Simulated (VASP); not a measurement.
A run of VASP 6.6.1 is set up as follows.

File INCAR:

```
PREC     = Accurate       # precision mode
ENCUT    = 520            # plane-wave cutoff, eV
EDIFF    = 1E-6           # SCF threshold, eV
ISMEAR   = -1             # smearing method
SIGMA    = 0.05           # smearing width, eV
LREAL    = F              # projectors in reciprocal space
LASPH    = T              # aspherical terms in the spheres
NELM     = 60             # most SCF steps
ALGO     = Normal         # electronic algorithm
ISIF     = 2              # what is computed and relaxed
LWAVE    = F              # write WAVECAR
LCHARG   = F              # write CHGCAR
NBANDS   = 11             # bands
```

File KPOINTS:

```
Automatic mesh
0
Gamma
  10 10 10
```

Contents of POSCAR:

```
Hf
1.0
   -1.7806051177      1.7806051177      1.7806051177
    1.7806051177     -1.7806051177      1.7806051177
    1.7806051177      1.7806051177     -1.7806051177
Hf
1
Direct
    0.0000000000      0.0000000000      0.0000000000
```

Potentials or basis: VASP PAW LDA potentials, release 64 (Hf_pv).

Launch:

```bash
$ cat potpaw_LDA.64/Hf_pv/POTCAR > POTCAR
$ mpirun -np 1 vasp_std > vasp.out
```

(1) Predict the pressure.

(2) Estimate the band gap on the k mesh.

## Answers

(1) -9.5 GPa.

(2) zero (band 5 reaches 5.82 eV, above the bottom of band 6 at 3.64 eV).

Caveat: spin-orbit coupling is left out, which moves the levels of the heavy elements.
